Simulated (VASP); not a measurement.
# MnS in VASP: notebook

Runs on MnS. Level: PBEsol+U. Tasks: single point.

All numbers are computed with VASP 6.6.1; they aren't measurements. Logs are shortened: lines on timing, memory, paths and dates and some standing lists are left out, and cuts for length are marked.

## 1. The cell of the first run

Symmetry: Fm-3m, No. 225, cubic system. The conventional cell has a = 5.209 Å, b = 5.209 Å, c = 5.209 Å, α = 90.00°, β = 90.00°, γ = 90.00°. Mn (site symmetry m-3m) has 6 S at 2.60 Å within 3.4 Å. Within 3.4 Å of S (site symmetry m-3m) lie 6 Mn at 2.60 Å.

## 2. Single point, PBEsol+U, collinear spin, ferromagnetic start

INCAR reads:

```
SYSTEM = MnS
ALGO     = Normal         ! electronic algorithm
EDIFF    = 1E-7           ! SCF threshold, eV
ENCUT    = 520            ! plane-wave cutoff, eV
GGA      = PS             ! functional
ISIF     = 2              ! what is computed and relaxed
ISMEAR   = -1             ! smearing method
ISPIN    = 2              ! spin polarisation
LASPH    = .True.         ! aspherical terms in the spheres
LCHARG   = .True.         ! write CHGCAR
LDAU     = .True.         ! DFT+U
LDAUJ    = 0 0          
LDAUL    = 2 -1           ! shell
LDAUPRINT= 1            
LDAUTYPE = 2            
LDAUU    = 4.5 0          ! U, eV
LELF     = .True.         ! ELF
LMAXMIX  = 4              ! l up to which the mixer works
LORBIT   = 11             ! projections on sites
LREAL    = .False.        ! projectors in reciprocal space
LVHAR    = .True.       
LWAVE    = .False.        ! write WAVECAR
MAGMOM   = 4 0            ! initial moments
NBANDS   = 20             ! bands
NELM     = 150            ! most SCF steps
PREC     = Accurate       ! precision mode
SIGMA    = 0.1            ! smearing width, eV
```

KPOINTS reads:

```
k-points
0
Gamma
  6 6 6
  0 0 0
```

POSCAR reads:

```
MnS
1.0
    0.0000000000      2.6045000000      2.6045000000
    2.6045000000      0.0000000000      2.6045000000
    2.6045000000      2.6045000000      0.0000000000
Mn S
1 1
Direct
    0.0000000000      0.0000000000      0.0000000000
    0.5000000000      0.5000000000      0.5000000000
```

Potentials or basis: VASP PAW PBE potentials, release 64 (Mn_pv, S).

Command:

```console
cat potpaw_PBE.64/Mn_pv/POTCAR potpaw_PBE.64/S/POTCAR > POTCAR
mpirun -np 1 vasp_std > vasp.out
```

OUTCAR:

```text
SYSTEM = MnS
   EDIFF = 1E-7
   ENCUT = 520
   GGA = PS
   ISIF = 2
   ISMEAR = -1
   ISPIN = 2
   LASPH = .True.
   LORBIT = 11
   LREAL = .False.
   NELM = 150
   PREC = Accurate

 ion  position               nearest neighbor table
   1  0.000  0.000  0.000-   2 2.60   2 2.60   2 2.60   2 2.60   2 2.60   2 2.60
   2  0.500  0.500  0.500-   1 2.60   1 2.60   1 2.60   1 2.60   1 2.60   1 2.60

  LATTYP: Found a face centered cubic cell.
 ALAT       =     5.2090000000

  Lattice vectors:

 A1 = (   0.0000000000,   2.6045000000,   2.6045000000)
 A2 = (   2.6045000000,   0.0000000000,   2.6045000000)
 A3 = (   2.6045000000,   2.6045000000,   0.0000000000)

Analysis of symmetry for initial positions (statically):
=====================================================================
 Subroutine PRICEL returns:
 Original cell was already a primitive cell.

 Routine SETGRP: Setting up the symmetry group for a
 face centered cubic supercell.

 Subroutine GETGRP returns: Found 48 space group operations
 (whereof 48 operations were pure point group operations)
 out of a pool of 48 trial point group operations.

The static configuration has the point symmetry O_h .

Analysis of symmetry for dynamics (positions and initial velocities):
=====================================================================
 Subroutine PRICEL returns:
 Original cell was already a primitive cell.

 Routine SETGRP: Setting up the symmetry group for a
 face centered cubic supercell.

 Subroutine GETGRP returns: Found 48 space group operations
 (whereof 48 operations were pure point group operations)
 out of a pool of 48 trial point group operations.

The dynamic configuration has the point symmetry O_h .

Analysis of structural, dynamic, and magnetic symmetry:
=====================================================================
 Subroutine PRICEL returns:
 Original cell was already a primitive cell.

 Routine SETGRP: Setting up the symmetry group for a
 face centered cubic supercell.

 Subroutine GETGRP returns: Found 48 space group operations
 (whereof 48 operations were pure point group operations)
 out of a pool of 48 trial point group operations.

The overall configuration has the point symmetry O_h .

 Subroutine INISYM returns: Found 48 space group operations
 (whereof 48 operations are pure point group operations),
 and found     1 'primitive' translations

----------------------------------------------------------------------------------------

                                     Primitive cell

  volume of cell :      35.3348

  direct lattice vectors                    reciprocal lattice vectors
     0.000000000  2.604500000  2.604500000    -0.191975427  0.191975427  0.191975427
     2.604500000  0.000000000  2.604500000     0.191975427 -0.191975427  0.191975427
     2.604500000  2.604500000  0.000000000     0.191975427  0.191975427 -0.191975427

  length of vectors
     3.683319223  3.683319223  3.683319223     0.332511194  0.332511194  0.332511194

  position of ions in fractional coordinates (direct lattice)
     0.000000000  0.000000000  0.000000000
     0.500000000  0.500000000  0.500000000

  ion indices of the primitive-cell ions
   primitive index   ion index
                 1           1
                 2           2

----------------------------------------------------------------------------------------

 KPOINTS: k-points

Automatic generation of k-mesh.
 Grid dimensions read from file:
 generate k-points for:    6    6    6

 Generating k-lattice:

  Cartesian coordinates                     Fractional coordinates (reciprocal lattice)
    -0.031995905  0.031995905  0.031995905     0.166666667  0.000000000  0.000000000
     0.031995905 -0.031995905  0.031995905     0.000000000  0.166666667  0.000000000
     0.031995905  0.031995905 -0.031995905     0.000000000  0.000000000  0.166666667

  Length of vectors
     0.055418532  0.055418532  0.055418532

  Shift w.r.t. Gamma in fractional coordinates (k-lattice)
     0.000000000  0.000000000  0.000000000

 Subroutine IBZKPT returns following result:
 ===========================================

 Found     16 irreducible k-points:

 Following reciprocal coordinates:
            Coordinates               Weight
  0.000000  0.000000  0.000000      1.000000
  0.166667  0.000000  0.000000      8.000000
[... 24 lines left out ...]
   ISTART =      0    job   : 0-new  1-cont  2-samecut
   ICHARG =      2    charge: 1-file 2-atom 10-const
   ISPIN  =      2    spin polarized calculation?
   LNONCOLLINEAR =      F non collinear calculations
   LSORBIT =      F    spin-orbit coupling
   LASPH  =      T    aspherical Exc in radial PAW
   ENCUT  =  520.0 eV  38.22 Ry    6.18 a.u.   6.85  6.85  6.85*2*pi/ulx,y,z
   NELM   =    150;   NELMIN=  2; NELMDL= -5     # of ELM steps
   EDIFF  = 0.1E-06   stopping-criterion for ELM
   LREAL  =      F    real-space projection
   EDIFFG = 0.1E-05   stopping-criterion for IOM
   NSW    =      0    number of steps for IOM
   IBRION =     -1    ionic relax: 0-MD 1-quasi-New 2-CG
   NFREE  =      0    steps in history (QN), initial steepest desc. (CG)
   ISIF   =      2    stress and relaxation
   ISYM   =      2    0-nonsym 1-usesym 2-fastsym
   POTIM  = 0.5000    time-step for ionic-motion
   TEBEG  =    0.0;   TEEND  =   0.0 temperature during run
   PSTRESS=    0.0 pullay stress
   NELECT =      19.0000    total number of electrons
   NUPDOWN=      -1.0000    fix difference up-down
   EMIN   =  10.00;   EMAX   =-10.00  energy-range for DOS
   EFERMI =   0.00;   METHOD = LEGACY
   ISMEAR =    -1;   SIGMA  =   0.10  broadening in eV -4-tet -1-fermi 0-gaus
   EFERMI_NEDOS =   21; number of points for ismear=-14 and -15
   IALGO  =     38    algorithm
   IMIX   =      4    mixing-type and parameters
     AMIX     =   0.40;   BMIX     =  1.00
     AMIX_MAG =   1.60;   BMIX_MAG =  1.00
  volume/ion in A,a.u.               =      17.67       119.23
  Fermi-wavevector in a.u.,A,eV,Ry     =   1.331246  2.515690 24.112464  1.772216
  Thomas-Fermi vector in A             =   2.460272
   LORBIT       =     11    0 simple, 1 ext, 2 COOP (PROOUT), +10 PAW based schemes
 LDA+U is selected, type is set to LDAUTYPE =  2
   angular momentum for each species LDAUL =     2   -1
   U (eV)           for each species LDAUU =   4.5  0.0
   J (eV)           for each species LDAUJ =   0.0  0.0
   GGA     = PS    functional components
   LHFCALC =     F    Hartree Fock is set to
   AEXX    =    0.0000 exact exchange contribution
   IVDW    =     0    specifies the selected vdW correction
   LEPSILON=     F    determine dielectric tensor
   LRPA    =     F    only Hartree local field effects (RPA)
 spin polarized calculation
  energy-cutoff  :      520.00
  volume of cell :       35.33
 maximum number of plane-waves:       962
   NGX = 13   NGY = 13   NGZ = 13

atom =   1  type =  1  l = 2

 onsite density matrix

spin component  1

  0.9344 -0.0000  0.0000 -0.0000  0.0000
 -0.0000  0.9344 -0.0000 -0.0000 -0.0000
  0.0000 -0.0000  0.9569  0.0000  0.0000
 -0.0000 -0.0000  0.0000  0.9344 -0.0000
  0.0000 -0.0000  0.0000 -0.0000  0.9569

spin component  2

  0.0147  0.0000  0.0000  0.0000  0.0000
  0.0000  0.0147 -0.0000  0.0000 -0.0000
  0.0000 -0.0000  0.0732 -0.0000 -0.0000
  0.0000  0.0000 -0.0000  0.0147  0.0000
  0.0000 -0.0000 -0.0000  0.0000  0.0732

 occupancies and eigenvectors

  o =  0.0147  v =  0.0000  0.0000  0.0000  0.0000  0.0000 -0.0071 -0.0179 -0.0000  0.9998 -0.0000      0.0000  0.0000  0.0000  0.0000  0.0000  0.0000  0.0000  0.0000  0.0000  0.0000
  o =  0.0147  v =  0.0000  0.0000  0.0000  0.0000  0.0000  1.0000 -0.0071 -0.0000  0.0069 -0.0000      0.0000  0.0000  0.0000  0.0000  0.0000  0.0000  0.0000  0.0000  0.0000  0.0000
  o =  0.0147  v =  0.0000  0.0000  0.0000  0.0000  0.0000 -0.0069 -0.9998 -0.0000 -0.0179 -0.0000      0.0000  0.0000  0.0000  0.0000  0.0000  0.0000  0.0000  0.0000  0.0000  0.0000
  o =  0.0732  v =  0.0000  0.0000  0.0000  0.0000  0.0000  0.0000 -0.0000  0.6978  0.0000  0.7163      0.0000  0.0000  0.0000  0.0000  0.0000  0.0000  0.0000  0.0000  0.0000  0.0000
  o =  0.0732  v =  0.0000  0.0000  0.0000  0.0000  0.0000 -0.0000  0.0000 -0.7163  0.0000  0.6978      0.0000  0.0000  0.0000  0.0000  0.0000  0.0000  0.0000  0.0000  0.0000  0.0000
  o =  0.9344  v =  1.0000  0.0000  0.0000  0.0000  0.0000  0.0000  0.0000  0.0000  0.0000  0.0000      0.0000  0.0000  0.0000  0.0000  0.0000  0.0000  0.0000  0.0000  0.0000  0.0000
  o =  0.9344  v =  0.0000  0.9410  0.0000  0.3385 -0.0000  0.0000  0.0000  0.0000  0.0000  0.0000      0.0000  0.0000  0.0000  0.0000  0.0000  0.0000  0.0000  0.0000  0.0000  0.0000
  o =  0.9344  v =  0.0000 -0.3385 -0.0000  0.9410 -0.0000  0.0000  0.0000  0.0000  0.0000  0.0000      0.0000  0.0000  0.0000  0.0000  0.0000  0.0000  0.0000  0.0000  0.0000  0.0000
  o =  0.9569  v =  0.0000  0.0000  0.1375  0.0000  0.9905  0.0000  0.0000  0.0000  0.0000  0.0000      0.0000  0.0000  0.0000  0.0000  0.0000  0.0000  0.0000  0.0000  0.0000  0.0000
  o =  0.9569  v =  0.0000  0.0000 -0.9905 -0.0000  0.1375  0.0000  0.0000  0.0000  0.0000  0.0000      0.0000  0.0000  0.0000  0.0000  0.0000  0.0000  0.0000  0.0000  0.0000  0.0000

 number of electron      18.9999989 magnetization       4.9974750

 Free energy of the ion-electron system (eV)
  ---------------------------------------------------
  ext. energy  EPLUGINS =         0.00000000
  ---------------------------------------------------
  free energy    TOTEN  =       -13.58727540 eV

  energy without entropy =      -13.58602388  energy(sigma->0) =      -13.58664964

 E-fermi :   6.6887     XC(G=0): -10.7722

 val. band max:        6.2910899017   @ k =   0.5000   0.0000   0.0000
 cond. band min:       6.9266825362   @ k =   0.5000   0.5000   0.0000
 fundamental gap:      0.6355926345
 Fermi energy:         6.6886715521

 spin component 1

 k-point     1 :       0.0000    0.0000    0.0000
  band No.  band energies     occupation
      1     -44.2034      1.00000
      2     -44.2034      1.00000
      3     -44.2034      1.00000
      4      -7.8316      1.00000
      5       1.1964      1.00000
      6       1.1964      1.00000
[... 344 lines left out ...]
      6       0.6748      1.00000
[... 12 lines left out ...]
     19      20.9155      0.00000
     20      22.1666      0.00000
 Fermi energy:         6.6886715521

 spin component 2

 k-point     1 :       0.0000    0.0000    0.0000
  band No.  band energies     occupation
      1     -39.3510      1.00000
      2     -39.3510      1.00000
      3     -39.3510      1.00000
      4      -7.5268      1.00000
      5       5.1292      1.00000
      6       5.1292      1.00000
[... 357 lines left out ...]
     19      21.2168      0.00000
     20      23.5433      0.00000

------------------------ aborting loop because EDIFF is reached ----------------------------------------

  FORCE on cell =-STRESS in cart. coord.  units (eV):
  Direction    XX          YY          ZZ          XY          YZ          ZX
  --------------------------------------------------------------------------------------
  -------------------------------------------------------------------------------------
  Total        0.1955346      0.1955346      0.1955346      0.0000000      0.0000000     -0.0000000
  in kB        8.8660687      8.8660687      8.8660687      0.0000000      0.0000000     -0.0000000
  external PRESSURE =       8.8660687 kB  Pullay stress =       0.0000000 kB

 VOLUME and BASIS-vectors are now :
 -----------------------------------------------------------------------------
  energy-cutoff  :      520.00
  volume of cell :       35.33
      direct lattice vectors                 reciprocal lattice vectors
     0.000000000  2.604500000  2.604500000    -0.191975427  0.191975427  0.191975427
     2.604500000  0.000000000  2.604500000     0.191975427 -0.191975427  0.191975427
     2.604500000  2.604500000  0.000000000     0.191975427  0.191975427 -0.191975427

 POSITION                                       TOTAL-FORCE (eV/Angst)
 -----------------------------------------------------------------------------------
      0.00000      0.00000      0.00000        -0.000000      0.000000     -0.000000
      2.60450      2.60450      2.60450         0.000000     -0.000000      0.000000
 -----------------------------------------------------------------------------------
    total drift:                               -0.000000      0.000000      0.000000

  FREE ENERGIE OF THE ION-ELECTRON SYSTEM (eV)
  ---------------------------------------------------
  free  energy   TOTEN  =       -13.5872753985 eV

  energy  without entropy=      -13.5860238814  energy(sigma->0) =      -13.58664964

 total charge

# of ion       s       p       d       tot
------------------------------------------
    1        0.222   6.176   4.890  11.288
    2        1.315   2.441   0.000   3.756
--------------------------------------------------
tot          1.537   8.617   4.890  15.044

 magnetization (x)

# of ion       s       p       d       tot
------------------------------------------
    1        0.047   0.038   4.516   4.601
    2        0.019   0.056   0.000   0.075
--------------------------------------------------
tot          0.065   0.094   4.516   4.676
```

Run time: 27 s. Hardware: 1 thread of Intel Xeon Platinum 8259CL at 2.50GHz (Skylake/Cascade Lake), shared host; peak memory 0.17 GiB.

What came out:

| Quantity | Value |
| --- | --- |
| Free energy | -13.5873 eV |
| Pressure | 0.9 GPa |
| Band gap on the k mesh | 0.64 eV (least direct gap 2.90 eV) |
| Net moment | 5.00 μB per cell |
| Site moments | Mn +4.60; S +0.07 μB |
| Valence electrons inside the program's atomic spheres | Mn 11.29; S 3.76 |

Eigenvalues of the final occupation matrices:
```csv
site,spin,trace,eigenvalues
site 1 d,1,4.72,0.93 0.93 0.93 0.96 0.96
site 1 d,2,0.19,0.01 0.01 0.01 0.07 0.07
```

Caveat: the PAW data sets were made with another functional, which shifts forces and pressure a little; a cell with one magnetic atom can't hold antiferromagnetic order, which such compounds often take.

## 3. Single point, PBEsol+U, collinear spin, ferromagnetic start

INCAR reads:

```
SYSTEM = MnS
  ALGO = Normal
  EDIFF = 1E-6
  ENCUT = 520
  GGA = PS
  ISIF = 2
  ISMEAR = -1
  ISPIN = 2
  LASPH = .True.
  LCHARG = .False.
  LDAU = .True.
  LDAUJ = 0 0
  LDAUL = 2 -1
  LDAUPRINT = 1
  LDAUTYPE = 2
  LDAUU = 4.5 0
  LMAXMIX = 4
  LORBIT = 11
  LREAL = .False.
  LWAVE = .False.
  MAGMOM = 4 0
  NBANDS = 20
  NELM = 150
  PREC = Accurate
  SIGMA = 0.1
```

KPOINTS is that of step 2.

Edit POSCAR of step 2 so:

```diff
@@ -8,3 +8,3 @@
 Direct
-    0.0000000000      0.0000000000      0.0000000000
+    0.0000000000      0.0000000000      0.0150000000
     0.5000000000      0.5000000000      0.5000000000
```

Potentials or basis: VASP PAW PBE potentials, release 64 (Mn_pv, S).

Command:

```console
cat potpaw_PBE.64/Mn_pv/POTCAR potpaw_PBE.64/S/POTCAR > POTCAR
mpirun -np 1 vasp_std > vasp.out
```

It took 60 s on 1 thread of Intel Xeon Platinum 8259CL at 2.50GHz (Skylake/Cascade Lake), shared host; peak memory 0.2 GiB.

It converged, with:

```
Free energy                                           : -13.5829 eV
Pressure                                              : 1.0 GPa
Largest force                                         : 0.161 eV/Å
Band gap on the k mesh                                : 0.64 eV (least direct gap 2.83 eV)
Net moment                                            : 5.00 μB per cell
Site moments                                          : Mn +4.60; S +0.07 μB
Valence electrons inside the program's atomic spheres : Mn 11.29; S 3.76
```

Forces on the atoms (eV/Å):
```
Mn  -0.114 -0.114  0.000
S    0.114  0.114  0.000
```

Stress tensor (GPa, compression positive):
```
 1.05 -0.03  0.00
-0.03  1.05  0.00
 0.00  0.00  0.85
```

Levels at points of the mesh, in eV from the valence-band top:
Spin up:
| k point | band 8 | band 9 | band 10 | band 11 | band 12 | band 13 | band 14 | band 15 | band 16 | band 17 |
| --- | --- | --- | --- | --- | --- | --- | --- | --- | --- | --- |
| (0.00, 0.00, 0.00) | -5.06 | -5.06 | -1.37 | -1.37 | -1.37 | 1.95 | 8.46 | 8.46 | 8.47 | 10.65 |
| (0.50, 0.00, 0.00) | -4.67 | -4.67 | -3.94 | -0.01 | -0.01 | 3.00 | 5.58 | 5.59 | 8.76 | 12.04 |
| (0.00, 0.00, 0.50) | -4.67 | -4.67 | -3.94 | 0.00 | 0.00 | 3.00 | 5.58 | 5.58 | 8.76 | 12.04 |
| (0.50, 0.50, 0.00) | -4.55 | -4.54 | -4.04 | -3.05 | -3.04 | 0.99 | 5.13 | 10.45 | 12.15 | 12.17 |
| (0.00, 0.50, 0.50) | -4.55 | -4.54 | -4.04 | -3.05 | -3.05 | 0.99 | 5.13 | 10.45 | 12.15 | 12.16 |
Spin down:
| k point | band 4 | band 5 | band 6 | band 7 | band 8 | band 9 | band 10 | band 11 |
| --- | --- | --- | --- | --- | --- | --- | --- | --- |
| (0.00, 0.00, 0.00) | -13.82 | -1.18 | -1.17 | -1.17 | 2.23 | 2.24 | 2.24 | 2.30 |
| (0.50, 0.00, 0.00) | -12.49 | -5.97 | -2.52 | -2.52 | 3.52 | 3.58 | 3.62 | 3.64 |
| (0.00, 0.00, 0.50) | -12.50 | -5.96 | -2.53 | -2.52 | 3.55 | 3.58 | 3.61 | 3.65 |
| (0.50, 0.50, 0.00) | -12.27 | -5.20 | -2.74 | -2.74 | 0.64 | 2.46 | 2.85 | 3.91 |
| (0.00, 0.50, 0.50) | -12.27 | -5.20 | -2.74 | -2.74 | 0.64 | 2.46 | 2.85 | 3.91 |

Eigenvalues of the final occupation matrices:
| site | spin | trace | eigenvalues |
| --- | --- | --- | --- |
| site 1 d | 1 | 4.72 | 0.93 0.93 0.93 0.96 0.96 |
| site 1 d | 2 | 0.19 | 0.01 0.01 0.01 0.07 0.07 |

Caveat: the PAW data sets were made with another functional, which shifts forces and pressure a little; a cell with one magnetic atom can't hold antiferromagnetic order, which such compounds often take. A k mesh can miss the band edges.

(Continued in part 2 of 2.)
